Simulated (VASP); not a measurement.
# BAs (F-43m) in VASP: further runs, part 2 of 2

VASP 6.6.1. Earlier steps stand in the parts before.

**3. Single point, PBEsol**

This run uses another cell than the first one, of 11.59 Å³/atom.

INCAR reads:

```
ALGO = Normal ; EDIFF = 1E-6
ENCUT = 560 ; GGA = PS
GGA_COMPAT = False ; ISIF = 2
ISMEAR = 0 ; LASPH = True
LCHARG = False ; LREAL = False
LWAVE = False ; NBANDS = 16
NELM = 120 ; PREC = Accurate
SIGMA = 0.01
```

KPOINTS reads:

```
k-points
0
Gamma
  10 10 10
```

POSCAR reads:

```
BAs
1.0
    0.0000000000      2.2630878248      2.2630878248
    2.2630878248      0.0000000000      2.2630878248
    2.2630878248      2.2630878248      0.0000000000
B As
1 1
Direct
    0.0000000000      0.0000000000      0.0000000000
    0.7500000000      0.7500000000      0.7500000000
```

Potentials or basis: VASP PAW PBE potentials, release 64 (B, As_d).

On the command line:

```console
$ cat potpaw_PBE.64/B/POTCAR potpaw_PBE.64/As_d/POTCAR > POTCAR
$ mpirun -np 1 vasp_std > vasp.out
```

Wall time 13 s (1 thread of Intel Xeon 6975P-C (Granite Rapids), shared host); peak memory 0.16 GiB.

Results (log left out):

```yaml
Free_energy: -11.9307 eV
Pressure: 29.8 GPa
Band_gap_on_the_k_mesh: 0.92 eV (least direct gap 3.47 eV)
```

Levels at points of the mesh, in eV from the valence-band top:
| k point | band 7 | band 8 | band 9 | band 10 | band 11 | band 12 |
| --- | --- | --- | --- | --- | --- | --- |
| (0.00, 0.00, 0.00) | 0.00 | 0.00 | 0.00 | 3.47 | 3.47 | 3.47 |
| (0.50, 0.00, 0.00) | -10.10 | -2.11 | -2.11 | 3.68 | 4.92 | 4.92 |
| (0.50, 0.50, 0.00) | -9.48 | -4.82 | -4.82 | 1.13 | 1.16 | 13.03 |

Caveat: the cell stands under pressure; the PAW data sets were made with another functional, which shifts forces and pressure a little. A k mesh can miss the band edges.

**4. Single point, PBEsol**

This run uses another cell than the first one, of 12.80 Å³/atom.

INCAR reads:

```
SYSTEM = BAs
  PREC = Accurate
  ENCUT = 560
  EDIFF = 1E-6
  ISMEAR = 0
  SIGMA = 0.01
  LREAL = .FALSE.
  LASPH = .TRUE.
  NELM = 120
  ALGO = Normal
  ISIF = 2
  LWAVE = .FALSE.
  LCHARG = .FALSE.
  GGA = PS
  NBANDS = 16
  GGA_COMPAT = .FALSE.
```

KPOINTS reads:

```
Automatic mesh
0
G
  10 10 10
  0 0 0
```

POSCAR reads:

```
BAs
1.0
    0.0000000000      2.3390108487      2.3390108487
    2.3390108487      0.0000000000      2.3390108487
    2.3390108487      2.3390108487      0.0000000000
B As
1 1
Direct
    0.0000000000      0.0000000000      0.0000000000
    0.7500000000      0.7500000000      0.7500000000
```

Potentials or basis: VASP PAW PBE potentials, release 64 (B, As_d).

On the command line:

```console
$ cat potpaw_PBE.64/B/POTCAR potpaw_PBE.64/As_d/POTCAR > POTCAR
$ mpirun -np 1 vasp_std > vasp.out
```

OUTCAR:

```text
SYSTEM = BAs
   PREC = Accurate
   ENCUT = 560
   EDIFF = 1E-6
   ISMEAR = 0
   LREAL = .FALSE.
   LASPH = .TRUE.
   NELM = 120
   ISIF = 2
   GGA = PS

 ion  position               nearest neighbor table
   1  0.000  0.000  0.000-   2 2.03   2 2.03   2 2.03   2 2.03
   2  0.750  0.750  0.750-   1 2.03   1 2.03   1 2.03   1 2.03

  LATTYP: Found a face centered cubic cell.
 ALAT       =     4.6780216974

  Lattice vectors:

 A1 = (   0.0000000000,   2.3390108487,   2.3390108487)
 A2 = (   2.3390108487,   0.0000000000,   2.3390108487)
 A3 = (   2.3390108487,   2.3390108487,   0.0000000000)

Analysis of symmetry for initial positions (statically):
=====================================================================
 Subroutine PRICEL returns:
 Original cell was already a primitive cell.

 Routine SETGRP: Setting up the symmetry group for a
 face centered cubic supercell.

 Subroutine GETGRP returns: Found 24 space group operations
 (whereof 24 operations were pure point group operations)
 out of a pool of 48 trial point group operations.

The static configuration has the point symmetry T_d .

Analysis of symmetry for dynamics (positions and initial velocities):
[... 163 lines left out ...]
 cond. band min:       6.3607054587   @ k =   0.4000   0.4000   0.0000
 fundamental gap:      1.0222772170
 Fermi energy:         5.4838781640

 k-point     1 :       0.0000    0.0000    0.0000
  band No.  band energies     occupation
      1     -30.4552      2.00000
      2     -30.4552      2.00000
      3     -30.4552      2.00000
      4     -30.4251      2.00000
      5     -30.4251      2.00000
      6     -10.6869      2.00000
[... 433 lines left out ...]
      3     -30.4392      2.00000
      4     -30.4308      2.00000
      5     -30.4191      2.00000
      6      -7.8662      2.00000
[... 8 lines left out ...]
     15      21.8649      0.00000
     16      21.9284      0.00000

 [... further k-points ...]

------------------------ aborting loop because EDIFF is reached ----------------------------------------

  FORCE on cell =-STRESS in cart. coord.  units (eV):
  Direction    XX          YY          ZZ          XY          YZ          ZX
  --------------------------------------------------------------------------------------
  -------------------------------------------------------------------------------------
  Total        1.4065300      1.4065300      1.4065300      0.0000000      0.0000000     -0.0000000
  in kB       88.0507155     88.0507155     88.0507155      0.0000000      0.0000000     -0.0000000
  external PRESSURE =      88.0507155 kB  Pullay stress =       0.0000000 kB

 VOLUME and BASIS-vectors are now :
 -----------------------------------------------------------------------------
  energy-cutoff  :      560.00
  volume of cell :       25.59
      direct lattice vectors                 reciprocal lattice vectors
     0.000000000  2.339010849  2.339010849    -0.213765575  0.213765575  0.213765575
     2.339010849  0.000000000  2.339010849     0.213765575 -0.213765575  0.213765575
     2.339010849  2.339010849  0.000000000     0.213765575  0.213765575 -0.213765575

 POSITION                                       TOTAL-FORCE (eV/Angst)
 -----------------------------------------------------------------------------------
      0.00000      0.00000      0.00000         0.000000      0.000000      0.000000
      3.50852      3.50852      3.50852        -0.000000     -0.000000      0.000000
 -----------------------------------------------------------------------------------
    total drift:                               -0.000001     -0.000001     -0.000001

  FREE ENERGIE OF THE ION-ELECTRON SYSTEM (eV)
  ---------------------------------------------------
  free  energy   TOTEN  =       -12.2119483166 eV

  energy  without entropy=      -12.2119483166  energy(sigma->0) =      -12.21194832
```

Wall time 19 s (1 thread of Intel Xeon Platinum 8259CL at 2.50GHz (Skylake/Cascade Lake), shared host); peak memory 0.16 GiB.

Results:

```yaml
Free_energy: -12.2119 eV
Pressure: 8.8 GPa
Band_gap_on_the_k_mesh: 1.02 eV (least direct gap 3.33 eV)
```

Caveat: the cell stands under pressure; the PAW data sets were made with another functional, which shifts forces and pressure a little. A k mesh can miss the band edges.

**5. Single point, PBEsol (13.28 Å³/atom)**

This run uses another cell than the first one, of 13.28 Å³/atom.

INCAR reads:

```
PREC = Accurate
ENCUT = 560
EDIFF = 1E-6
ISMEAR = 0
SIGMA = 0.01
LREAL = False
LASPH = True
NELM = 120
ALGO = Normal
ISIF = 2
LWAVE = False
LCHARG = False
GGA = PS
NBANDS = 16
GGA_COMPAT = False
```

KPOINTS reads:

```
regular mesh
0
Gamma
  10 10 10
```

POSCAR reads:

```
BAs
1.0
    0.0000000000      2.3679378344      2.3679378344
    2.3679378344      0.0000000000      2.3679378344
    2.3679378344      2.3679378344      0.0000000000
B As
1 1
Direct
    0.0000000000      0.0000000000      0.0000000000
    0.7500000000      0.7500000000      0.7500000000
```

Potentials or basis: VASP PAW PBE potentials, release 64 (B, As_d).

On the command line:

```console
$ cat potpaw_PBE.64/B/POTCAR potpaw_PBE.64/As_d/POTCAR > POTCAR
$ mpirun -np 1 vasp_std > vasp.out
```

OUTCAR:

```text
PREC = Accurate
   ENCUT = 560
   EDIFF = 1E-6
   ISMEAR = 0
   LREAL = False
   LASPH = True
   NELM = 120
   ISIF = 2
   GGA = PS

 ion  position               nearest neighbor table
   1  0.000  0.000  0.000-   2 2.05   2 2.05   2 2.05   2 2.05
   2  0.750  0.750  0.750-   1 2.05   1 2.05   1 2.05   1 2.05

  LATTYP: Found a face centered cubic cell.
 ALAT       =     4.7358756688

  Lattice vectors:

 A1 = (   0.0000000000,   2.3679378344,   2.3679378344)
 A2 = (   2.3679378344,   0.0000000000,   2.3679378344)
 A3 = (   2.3679378344,   2.3679378344,   0.0000000000)

Analysis of symmetry for initial positions (statically):
=====================================================================
 Subroutine PRICEL returns:
 Original cell was already a primitive cell.

 Routine SETGRP: Setting up the symmetry group for a
 face centered cubic supercell.

 Subroutine GETGRP returns: Found 24 space group operations
 (whereof 24 operations were pure point group operations)
 out of a pool of 48 trial point group operations.

The static configuration has the point symmetry T_d .

Analysis of symmetry for dynamics (positions and initial velocities):
[... 160 lines left out ...]
 E-fermi :   5.1007     XC(G=0): -11.4491

 val. band max:        4.9687000290   @ k =   0.0000   0.0000   0.0000
 cond. band min:       6.0288298904   @ k =   0.4000   0.4000   0.0000
 fundamental gap:      1.0601298614
 Fermi energy:         5.1006547581

 k-point     1 :       0.0000    0.0000    0.0000
  band No.  band energies     occupation
      1     -30.7753      2.00000
      2     -30.7753      2.00000
      3     -30.7753      2.00000
      4     -30.7488      2.00000
      5     -30.7488      2.00000
      6     -10.7065      2.00000
[... 433 lines left out ...]
      3     -30.7614      2.00000
      4     -30.7536      2.00000
      5     -30.7437      2.00000
      6      -7.9882      2.00000
[... 8 lines left out ...]
     15      20.9971      0.00000
     16      21.2874      0.00000

 [... further k-points ...]

------------------------ aborting loop because EDIFF is reached ----------------------------------------

  FORCE on cell =-STRESS in cart. coord.  units (eV):
  Direction    XX          YY          ZZ          XY          YZ          ZX
  --------------------------------------------------------------------------------------
  -------------------------------------------------------------------------------------
  Total        0.4602548      0.4602548      0.4602548      0.0000000      0.0000000     -0.0000000
  in kB       27.7694972     27.7694972     27.7694972      0.0000000      0.0000000     -0.0000000
  external PRESSURE =      27.7694972 kB  Pullay stress =       0.0000000 kB

 VOLUME and BASIS-vectors are now :
 -----------------------------------------------------------------------------
  energy-cutoff  :      560.00
  volume of cell :       26.55
      direct lattice vectors                 reciprocal lattice vectors
     0.000000000  2.367937834  2.367937834    -0.211154192  0.211154192  0.211154192
     2.367937834  0.000000000  2.367937834     0.211154192 -0.211154192  0.211154192
     2.367937834  2.367937834  0.000000000     0.211154192  0.211154192 -0.211154192

 POSITION                                       TOTAL-FORCE (eV/Angst)
 -----------------------------------------------------------------------------------
      0.00000      0.00000      0.00000        -0.000000     -0.000000      0.000000
      3.55191      3.55191      3.55191         0.000000      0.000000     -0.000000
 -----------------------------------------------------------------------------------
    total drift:                               -0.000001     -0.000001     -0.000001

  FREE ENERGIE OF THE ION-ELECTRON SYSTEM (eV)
  ---------------------------------------------------
  free  energy   TOTEN  =       -12.2471788656 eV

  energy  without entropy=      -12.2471788656  energy(sigma->0) =      -12.24717887
```

It took 17 s on 1 thread of Intel Xeon Platinum 8488C (Sapphire Rapids), shared host; peak memory 0.16 GiB.

Results:

* Free energy: -12.2472 eV
* Pressure: 2.8 GPa
* Band gap on the k mesh: 1.06 eV (least direct gap 3.28 eV)

Levels at points of the mesh, in eV from the valence-band top:
| k point | band 6 | band 7 | band 8 | band 9 | band 10 | band 11 | band 12 | band 13 |
| --- | --- | --- | --- | --- | --- | --- | --- | --- |
| (0.00, 0.00, 0.00) | -15.68 | 0.00 | 0.00 | 0.00 | 3.28 | 3.28 | 3.28 | 5.01 |
| (0.50, 0.00, 0.00) | -12.70 | -9.01 | -1.87 | -1.87 | 2.81 | 4.77 | 4.77 | 8.78 |
| (0.50, 0.50, 0.00) | -11.35 | -8.66 | -4.21 | -4.21 | 1.30 | 1.32 | 11.63 | 11.63 |

Caveat: the PAW data sets were made with another functional, which shifts forces and pressure a little.

**6. Overview**

```csv
cell,gap on the mesh (eV),pressure (GPa)
"a = 3.327 Å, angles 60.0°, 2 atoms",1.04,5.8
"a = 3.200 Å, angles 60.0°, 2 atoms",0.92,29.8
"a = 3.308 Å, angles 60.0°, 2 atoms",1.02,8.8
"a = 3.349 Å, angles 60.0°, 2 atoms",1.06,2.8
```

Alike in all rows: task single point; level PBEsol; potentials or basis VASP PAW PBE potentials, release 64 (B, As_d); no spin polarisation; k mesh 10 × 10 × 10; cutoff (eV) 560; smearing gaussian 0.01 eV.

Caveats: the PAW data sets were made with another functional, which shifts forces and pressure a little; the cell stands under pressure (at least some runs).

Total energies depend on the potentials used, so only differences within one code and one set of settings carry meaning.
